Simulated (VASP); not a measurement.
# SiC (P6_3mc) in VASP: further runs

SiC is run at these levels: PBEsol; tasks: single point.

All numbers are computed with VASP 6.6.1; they aren't measurements. Logs are shortened: lines on timing, memory, paths and dates and some standing lists are left out, and cuts for length are marked.

### Step 1. The cell of the first run

It takes space group P6_3mc (No. 186, hexagonal). Conventional cell: a = 3.077 Å, b = 3.077 Å, c = 15.098 Å, α = 90.00°, β = 90.00°, γ = 120.00°. Within 2.5 Å of Si (site symmetry 3m) lie 4 C at 1.88 to 1.89 Å. Within 2.5 Å of Si (site symmetry 3m) lie 4 C at 1.88 to 1.89 Å. Within 2.5 Å of Si (site symmetry 3m) lie 4 C at 1.89 Å. Within 2.5 Å of C (site symmetry 3m) lie 4 Si at 1.88 to 1.89 Å. Within 2.5 Å of C (site symmetry 3m) lie 4 Si at 1.88 to 1.89 Å. Within 2.5 Å of C (site symmetry 3m) lie 4 Si at 1.89 Å.

### Step 2. Single point, PBEsol

Input file INCAR:

```
SYSTEM = SiC
PREC = Accurate
ENCUT = 520
EDIFF = 1E-7
ISMEAR = 0
SIGMA = 0.1
LREAL = .FALSE.
LASPH = .TRUE.
NELM = 100
ALGO = Normal
ISIF = 2
LWAVE = .FALSE.
LCHARG = .FALSE.
GGA = PS
NBANDS = 36
```

Input file KPOINTS:

```
regular mesh
0
G
  6 6 2
  0 0 0
```

Input file POSCAR:

```
SiC
1.0
    3.0766210100      0.0000000000      0.0000000000
   -1.5383105100      2.6644319500      0.0000000000
    0.0000000000      0.0000000000     15.0980843200
Si C
6 6
Direct
    0.3333333300      0.6666666700      0.8329861500
    0.6666666700      0.3333333300      0.3329861500
    0.6666666700      0.3333333300      0.6665006000
    0.3333333300      0.6666666700      0.1665006000
    0.0000000000      0.0000000000      0.4997294200
    0.0000000000      0.0000000000      0.9997294200
    0.0000000000      0.0000000000      0.8743664100
    0.0000000000      0.0000000000      0.3743664100
    0.3333333300      0.6666666700      0.7079967800
    0.6666666700      0.3333333300      0.2079967800
    0.6666666700      0.3333333300      0.5415216400
    0.3333333300      0.6666666700      0.0415216400
```

Potentials or basis: VASP PAW PBE potentials, release 64 (Si, C).

On the command line:

```
$ cat potpaw_PBE.64/Si/POTCAR potpaw_PBE.64/C/POTCAR > POTCAR
$ mpirun -np 1 vasp_std > vasp.out
```

OUTCAR:

```text
SYSTEM = SiC
   PREC = Accurate
   ENCUT = 520
   EDIFF = 1E-7
   ISMEAR = 0
   LREAL = .FALSE.
   LASPH = .TRUE.
   NELM = 100
   ISIF = 2
   GGA = PS

 ion  position               nearest neighbor table
   1  0.333  0.667  0.833-   7 1.88   7 1.88   7 1.88   9 1.89   3 3.08   3 3.08   3 3.08   6 3.08
                             6 3.08   6 3.08
   2  0.667  0.333  0.333-   8 1.88   8 1.88   8 1.88  10 1.89   4 3.08   4 3.08   4 3.08   5 3.08
                             5 3.08   5 3.08
   3  0.667  0.333  0.667-   9 1.88   9 1.88   9 1.88  11 1.89   1 3.08   1 3.08   1 3.08   5 3.08
                             5 3.08   5 3.08
   4  0.333  0.667  0.167-  10 1.88  10 1.88  10 1.88  12 1.89   2 3.08   2 3.08   2 3.08   6 3.08
                             6 3.08   6 3.08
   5  0.000  0.000  0.500-  11 1.89  11 1.89  11 1.89   8 1.89   2 3.08   2 3.08   2 3.08   3 3.08
                             3 3.08   3 3.08
   6  0.000  0.000  1.000-  12 1.89  12 1.89  12 1.89   7 1.89   1 3.08   1 3.08   1 3.08   4 3.08
                             4 3.08   4 3.08
   7  0.000  0.000  0.874-   1 1.88   1 1.88   1 1.88   6 1.89
   8  0.000  0.000  0.374-   2 1.88   2 1.88   2 1.88   5 1.89
   9  0.333  0.667  0.708-   3 1.88   3 1.88   3 1.88   1 1.89
  10  0.667  0.333  0.208-   4 1.88   4 1.88   4 1.88   2 1.89
  11  0.667  0.333  0.542-   5 1.89   5 1.89   5 1.89   3 1.89
  12  0.333  0.667  0.042-   6 1.89   6 1.89   6 1.89   4 1.89

  LATTYP: Found a hexagonal cell.
 ALAT       =     3.0766210100
 C/A-ratio  =     4.9073591680

  Lattice vectors:

 A1 = (   3.0766210100,   0.0000000000,   0.0000000000)
 A2 = (  -1.5383105100,   2.6644319500,   0.0000000000)
 A3 = (   0.0000000000,   0.0000000000,  15.0980843200)

Analysis of symmetry for initial positions (statically):
=====================================================================
 Subroutine PRICEL returns:
 Original cell was already a primitive cell.

 Routine SETGRP: Setting up the symmetry group for a
 hexagonal supercell.

 Subroutine GETGRP returns: Found 12 space group operations
 (whereof  6 operations were pure point group operations)
 out of a pool of 24 trial point group operations.

The static configuration has the point symmetry C_3v.
 The point group associated with its full space group is C_6v.

Analysis of symmetry for dynamics (positions and initial velocities):
=====================================================================
 Subroutine PRICEL returns:
 Original cell was already a primitive cell.

 Routine SETGRP: Setting up the symmetry group for a
 hexagonal supercell.

 Subroutine GETGRP returns: Found 12 space group operations
[... 127 lines left out ...]
   EFERMI =   0.00;   METHOD = LEGACY
   ISMEAR =     0;   SIGMA  =   0.10  broadening in eV -4-tet -1-fermi 0-gaus
   EFERMI_NEDOS =   21; number of points for ismear=-14 and -15
   IALGO  =     38    algorithm
   IMIX   =      4    mixing-type and parameters
     AMIX     =   0.40;   BMIX     =  1.00
     AMIX_MAG =   1.60;   BMIX_MAG =  1.00
  volume/ion in A,a.u.               =      10.31        69.60
  Fermi-wavevector in a.u.,A,eV,Ry     =   1.193865  2.256077 19.392557  1.425313
  Thomas-Fermi vector in A             =   2.329869
   LORBIT       =      0    0 simple, 1 ext, 2 COOP (PROOUT), +10 PAW based schemes
   GGA     = PS    functional components
   LHFCALC =     F    Hartree Fock is set to
   AEXX    =    0.0000 exact exchange contribution
   IVDW    =     0    specifies the selected vdW correction
   LEPSILON=     F    determine dielectric tensor
   LRPA    =     F    only Hartree local field effects (RPA)
 non-spin polarized calculation
 Gauss-broadening in eV      SIGMA  =   0.10
  energy-cutoff  :      520.00
  volume of cell :      123.77
 maximum number of plane-waves:      3356
 NGX is ok and might be reduce to    24
   NGX = 11   NGY = 11   NGZ = 57

 number of electron      47.9999998 magnetization

 Free energy of the ion-electron system (eV)
  ---------------------------------------------------
  ext. energy  EPLUGINS =         0.00000000
  ---------------------------------------------------
  free energy    TOTEN  =       -95.46947392 eV

  energy without entropy =      -95.46947392  energy(sigma->0) =      -95.46947392

 E-fermi :   8.6425     XC(G=0): -11.5157

 val. band max:        8.1414913609   @ k =   0.0000   0.0000   0.0000
 cond. band min:      10.0487761085   @ k =   0.5000   0.0000   0.0000
 fundamental gap:      1.9072847476
 Fermi energy:         8.6425252339

 k-point     1 :       0.0000    0.0000    0.0000
  band No.  band energies     occupation
      1      -7.3623      2.00000
      2      -6.8374      2.00000
      3      -6.8014      2.00000
      4      -5.2936      2.00000
      5      -5.2646      2.00000
      6      -3.7469      2.00000
[... 535 lines left out ...]
     35      17.3853      0.00000
     36      17.3853      0.00000

------------------------ aborting loop because EDIFF is reached ----------------------------------------

  FORCE on cell =-STRESS in cart. coord.  units (eV):
  Direction    XX          YY          ZZ          XY          YZ          ZX
  --------------------------------------------------------------------------------------
  -------------------------------------------------------------------------------------
  Total        0.7009070      0.7009070      0.5071482     -0.0000000      0.0000000      0.0000000
  in kB        9.0734093      9.0734093      6.5651551     -0.0000000      0.0000000      0.0000000
  external PRESSURE =       8.2373246 kB  Pullay stress =       0.0000000 kB

 VOLUME and BASIS-vectors are now :
 -----------------------------------------------------------------------------
  energy-cutoff  :      520.00
  volume of cell :      123.77
      direct lattice vectors                 reciprocal lattice vectors
     3.076621010  0.000000000  0.000000000     0.325031909  0.187657261  0.000000000
    -1.538310510  2.664431950  0.000000000     0.000000000  0.375314521  0.000000000
     0.000000000  0.000000000 15.098084320     0.000000000  0.000000000  0.066233568

 POSITION                                       TOTAL-FORCE (eV/Angst)
 -----------------------------------------------------------------------------------
     -0.00000      1.77629     12.57650         0.000000      0.000000      0.006922
      1.53831      0.88814      5.02745        -0.000000      0.000000      0.006922
      1.53831      0.88814     10.06288        -0.000000      0.000000      0.005104
     -0.00000      1.77629      2.51384         0.000000      0.000000      0.005104
      0.00000      0.00000      7.54496        -0.000000      0.000000     -0.001270
      0.00000      0.00000     15.09400         0.000000      0.000000     -0.001270
      0.00000      0.00000     13.20126         0.000000      0.000000     -0.002038
      0.00000      0.00000      5.65222        -0.000000      0.000000     -0.002038
     -0.00000      1.77629     10.68940        -0.000000      0.000000     -0.003031
      1.53831      0.88814      3.14035         0.000000      0.000000     -0.003031
      1.53831      0.88814      8.17594        -0.000000     -0.000000     -0.005687
     -0.00000      1.77629      0.62690         0.000000     -0.000000     -0.005687
 -----------------------------------------------------------------------------------
    total drift:                               -0.000000     -0.000000      0.000093

  FREE ENERGIE OF THE ION-ELECTRON SYSTEM (eV)
  ---------------------------------------------------
  free  energy   TOTEN  =       -95.4694739172 eV

  energy  without entropy=      -95.4694739172  energy(sigma->0) =      -95.46947392
```

It took 26 s on 1 thread of Intel Xeon 6975P-C (Granite Rapids), shared host; peak memory 0.24 GiB.

Results:

* Free energy: -95.4695 eV
* Pressure: 0.8 GPa
* Largest force: 0.007 eV/Å
* Band gap on the k mesh: 1.91 eV (least direct gap 3.01 eV)

Forces on the atoms (eV/Å):
```
Si   0.000  0.000  0.007
Si   0.000  0.000  0.007
Si   0.000  0.000  0.005
Si   0.000  0.000  0.005
Si   0.000  0.000 -0.001
Si   0.000  0.000 -0.001
C    0.000  0.000 -0.002
C    0.000  0.000 -0.002
C    0.000  0.000 -0.003
C    0.000  0.000 -0.003
C    0.000  0.000 -0.006
C    0.000  0.000 -0.006
```

Stress tensor (GPa, compression positive):
```
0.91 0.00 0.00
0.00 0.91 0.00
0.00 0.00 0.66
```

Caveat: the PAW data sets were made with another functional, which shifts forces and pressure a little.

### Step 3. Single point, PBEsol

This run uses another cell than the first one, of 10.33 Å³/atom.

Input file INCAR:

```
PREC = Accurate
ENCUT = 520
EDIFF = 1E-6
ISMEAR = 0
SIGMA = 0.02
LREAL = F
LASPH = T
NELM = 80
ALGO = Normal
ISIF = 2
LWAVE = F
LCHARG = F
GGA = PS
NBANDS = 36
```

Input file KPOINTS:

```
regular mesh
0
Gamma
  12 12 2
```

Input file POSCAR:

```
SiC
1.0
    3.0787629409      0.0000000029      0.0000000000
   -1.5393814730      2.6662869176      0.0000000000
    0.0000000000      0.0000000000     15.1078937525
Si C
6 6
Direct
    0.3333333333      0.6666666667      0.8329958492
    0.6666666667      0.3333333333      0.3329958492
    0.6666666667      0.3333333333      0.6665026580
    0.3333333333      0.6666666667      0.1665026580
    0.0000000000      0.0000000000      0.4997163067
    0.0000000000      0.0000000000      0.9997163067
    0.0000000000      0.0000000000      0.8743700018
    0.0000000000      0.0000000000      0.3743700018
    0.3333333333      0.6666666667      0.7080044823
    0.6666666667      0.3333333333      0.2080044823
    0.6666666667      0.3333333333      0.5415117020
    0.3333333333      0.6666666667      0.0415117020
```

Potentials or basis: VASP PAW PBE potentials, release 64 (Si, C).

On the command line:

```
$ cat potpaw_PBE.64/Si/POTCAR potpaw_PBE.64/C/POTCAR > POTCAR
$ mpirun -np 1 vasp_std > vasp.out
```

OUTCAR:

```text
PREC = Accurate
   ENCUT = 520
   EDIFF = 1E-6
   ISMEAR = 0
   LREAL = F
   LASPH = T
   NELM = 80
   ISIF = 2
   GGA = PS

 ion  position               nearest neighbor table
   1  0.333  0.667  0.833-   7 1.88   7 1.88   7 1.88   9 1.89   3 3.08   3 3.08   3 3.08   6 3.08
                             6 3.08   6 3.08
   2  0.667  0.333  0.333-   8 1.88   8 1.88   8 1.88  10 1.89   4 3.08   4 3.08   4 3.08   5 3.08
                             5 3.08   5 3.08
   3  0.667  0.333  0.667-   9 1.88   9 1.88   9 1.88  11 1.89   1 3.08   1 3.08   1 3.08   5 3.08
                             5 3.08   5 3.08
   4  0.333  0.667  0.167-  10 1.88  10 1.88  10 1.88  12 1.89   2 3.08   2 3.08   2 3.08   6 3.08
                             6 3.08   6 3.08
   5  0.000  0.000  0.500-  11 1.89  11 1.89  11 1.89   8 1.89   2 3.08   2 3.08   2 3.08   3 3.08
                             3 3.08   3 3.08
   6  0.000  0.000  1.000-  12 1.89  12 1.89  12 1.89   7 1.89   1 3.08   1 3.08   1 3.08   4 3.08
                             4 3.08   4 3.08
   7  0.000  0.000  0.874-   1 1.88   1 1.88   1 1.88   6 1.89
   8  0.000  0.000  0.374-   2 1.88   2 1.88   2 1.88   5 1.89
   9  0.333  0.667  0.708-   3 1.88   3 1.88   3 1.88   1 1.89
  10  0.667  0.333  0.208-   4 1.88   4 1.88   4 1.88   2 1.89
  11  0.667  0.333  0.542-   5 1.89   5 1.89   5 1.89   3 1.89
  12  0.333  0.667  0.042-   6 1.89   6 1.89   6 1.89   4 1.89

  LATTYP: Found a hexagonal cell.
 ALAT       =     3.0787629409
 C/A-ratio  =     4.9071312220

  Lattice vectors:

 A1 = (   3.0787629409,   0.0000000029,   0.0000000000)
 A2 = (  -1.5393814730,   2.6662869176,   0.0000000000)
 A3 = (   0.0000000000,   0.0000000000,  15.1078937525)

Analysis of symmetry for initial positions (statically):
=====================================================================
 Subroutine PRICEL returns:
 Original cell was already a primitive cell.

 Routine SETGRP: Setting up the symmetry group for a
 hexagonal supercell.

 Subroutine GETGRP returns: Found 12 space group operations
 (whereof  6 operations were pure point group operations)
 out of a pool of 24 trial point group operations.

The static configuration has the point symmetry C_3v.
 The point group associated with its full space group is C_6v.

Analysis of symmetry for dynamics (positions and initial velocities):
=====================================================================
 Subroutine PRICEL returns:
 Original cell was already a primitive cell.

 Routine SETGRP: Setting up the symmetry group for a
 hexagonal supercell.

 Subroutine GETGRP returns: Found 12 space group operations
 (whereof  6 operations were pure point group operations)
 out of a pool of 24 trial point group operations.

The dynamic configuration has the point symmetry C_3v.
 The point group associated with its full space group is C_6v.

 Subroutine INISYM returns: Found 12 space group operations
 (whereof  6 operations are pure point group operations),
 and found     1 'primitive' translations

----------------------------------------------------------------------------------------

                                     Primitive cell

  volume of cell :     124.0187

  direct lattice vectors                    reciprocal lattice vectors
[... 92 lines left out ...]
   dimension x,y,z NGX =    24 NGY =   24 NGZ =  112
   dimension x,y,z NGXF=    48 NGYF=   48 NGZF=  224
   ions per type =               6   6
   NGX,Y,Z   is equivalent  to a cutoff of  12.96, 12.96, 12.32 a.u.
   NGXF,Y,Z  is equivalent  to a cutoff of  25.92, 25.92, 24.65 a.u.
 SYSTEM =  unknown system
   PREC   = accura    normal or accurate (medium, high low for compatibility)
   ISTART =      0    job   : 0-new  1-cont  2-samecut
   ICHARG =      2    charge: 1-file 2-atom 10-const
   ISPIN  =      1    spin polarized calculation?
   LNONCOLLINEAR =      F non collinear calculations
   LSORBIT =      F    spin-orbit coupling
   LASPH  =      T    aspherical Exc in radial PAW
   ENCUT  =  520.0 eV  38.22 Ry    6.18 a.u.   5.72  5.72 28.09*2*pi/ulx,y,z
   NELM   =     80;   NELMIN=  2; NELMDL= -5     # of ELM steps
   EDIFF  = 0.1E-05   stopping-criterion for ELM
   LREAL  =      F    real-space projection
   EDIFFG = 0.1E-04   stopping-criterion for IOM
   NSW    =      0    number of steps for IOM
   IBRION =     -1    ionic relax: 0-MD 1-quasi-New 2-CG
   NFREE  =      0    steps in history (QN), initial steepest desc. (CG)
   ISIF   =      2    stress and relaxation
   ISYM   =      2    0-nonsym 1-usesym 2-fastsym
   POTIM  = 0.5000    time-step for ionic-motion
   TEBEG  =    0.0;   TEEND  =   0.0 temperature during run
   PSTRESS=    0.0 pullay stress
   NELECT =      48.0000    total number of electrons
   NUPDOWN=      -1.0000    fix difference up-down
   EMIN   =  10.00;   EMAX   =-10.00  energy-range for DOS
   EFERMI =   0.00;   METHOD = LEGACY
   ISMEAR =     0;   SIGMA  =   0.02  broadening in eV -4-tet -1-fermi 0-gaus
   EFERMI_NEDOS =   21; number of points for ismear=-14 and -15
   IALGO  =     38    algorithm
   IMIX   =      4    mixing-type and parameters
     AMIX     =   0.40;   BMIX     =  1.00
     AMIX_MAG =   1.60;   BMIX_MAG =  1.00
  volume/ion in A,a.u.               =      10.33        69.74
  Fermi-wavevector in a.u.,A,eV,Ry     =   1.193053  2.254542 19.366183  1.423374
  Thomas-Fermi vector in A             =   2.329076
   LORBIT       =      0    0 simple, 1 ext, 2 COOP (PROOUT), +10 PAW based schemes
   GGA     = PS    functional components
   LHFCALC =     F    Hartree Fock is set to
   AEXX    =    0.0000 exact exchange contribution
   IVDW    =     0    specifies the selected vdW correction
   LEPSILON=     F    determine dielectric tensor
   LRPA    =     F    only Hartree local field effects (RPA)
 non-spin polarized calculation
 Gauss-broadening in eV      SIGMA  =   0.02
  energy-cutoff  :      520.00
  volume of cell :      124.02
 maximum number of plane-waves:      3358
 NGX is ok and might be reduce to    24
   NGX = 11   NGY = 11   NGZ = 57

 number of electron      47.9999998 magnetization

 Free energy of the ion-electron system (eV)
  ---------------------------------------------------
  ext. energy  EPLUGINS =         0.00000000
  ---------------------------------------------------
  free energy    TOTEN  =       -95.50509192 eV

  energy without entropy =      -95.50509192  energy(sigma->0) =      -95.50509192

 E-fermi :   8.2586     XC(G=0): -11.5077

 val. band max:        8.1141161886   @ k =   0.0000   0.0000   0.0000
 cond. band min:      10.0256507987   @ k =   0.5000   0.0000   0.0000
 fundamental gap:      1.9115346101
 Fermi energy:         8.2585544524

 k-point     1 :       0.0000    0.0000    0.0000
  band No.  band energies     occupation
      1      -7.3713      2.00000
      2      -6.8470      2.00000
      3      -6.8117      2.00000
      4      -5.3059      2.00000
      5      -5.2779      2.00000
      6      -3.7639      2.00000
[... 925 lines left out ...]
     35      15.9472      0.00000
     36      15.9474      0.00000

 [... further k-points ...]

------------------------ aborting loop because EDIFF is reached ----------------------------------------

  FORCE on cell =-STRESS in cart. coord.  units (eV):
  Direction    XX          YY          ZZ          XY          YZ          ZX
  --------------------------------------------------------------------------------------
  -------------------------------------------------------------------------------------
  Total        0.2873825      0.2873825      0.2423122     -0.0000000      0.0000000      0.0000000
  in kB        3.7126481      3.7126481      3.1303929     -0.0000000      0.0000000      0.0000000
  external PRESSURE =       3.5185630 kB  Pullay stress =       0.0000000 kB

 VOLUME and BASIS-vectors are now :
 -----------------------------------------------------------------------------
  energy-cutoff  :      520.00
  volume of cell :      124.02
      direct lattice vectors                 reciprocal lattice vectors
     3.078762941  0.000000003  0.000000000     0.324805780  0.187526705  0.000000000
    -1.539381473  2.666286918  0.000000000    -0.000000000  0.375053410  0.000000000
     0.000000000  0.000000000 15.107893753     0.000000000  0.000000000  0.066190563

 POSITION                                       TOTAL-FORCE (eV/Angst)
 -----------------------------------------------------------------------------------
     -0.00000      1.77752     12.58481         0.000000     -0.000000     -0.001343
      1.53938      0.88876      5.03087         0.000000      0.000000     -0.001343
      1.53938      0.88876     10.06945         0.000000      0.000000     -0.000854
     -0.00000      1.77752      2.51550        -0.000000      0.000000     -0.000854
      0.00000      0.00000      7.54966        -0.000000      0.000000      0.000415
      0.00000      0.00000     15.10361         0.000000     -0.000000      0.000415
      0.00000      0.00000     13.20989         0.000000     -0.000000      0.001245
      0.00000      0.00000      5.65594        -0.000000      0.000000      0.001245
     -0.00000      1.77752     10.69646        -0.000000      0.000000      0.000298
      1.53938      0.88876      3.14251        -0.000000     -0.000000      0.000298
      1.53938      0.88876      8.18110         0.000000      0.000000      0.000238
     -0.00000      1.77752      0.62715        -0.000000     -0.000000      0.000238
 -----------------------------------------------------------------------------------
    total drift:                               -0.000000     -0.000000      0.000532

  FREE ENERGIE OF THE ION-ELECTRON SYSTEM (eV)
  ---------------------------------------------------
  free  energy   TOTEN  =       -95.5050919158 eV

  energy  without entropy=      -95.5050919158  energy(sigma->0) =      -95.50509192
```

Wall time 58 s (1 thread of Intel Xeon 6975P-C (Granite Rapids), shared host); peak memory 0.29 GiB.

Results:

| Quantity | Value |
| --- | --- |
| Free energy | -95.5051 eV |
| Pressure | 0.4 GPa |
| Band gap on the k mesh | 1.91 eV (least direct gap 3.02 eV) |

Caveat: the PAW data sets were made with another functional, which shifts forces and pressure a little. A k mesh can miss the band edges.
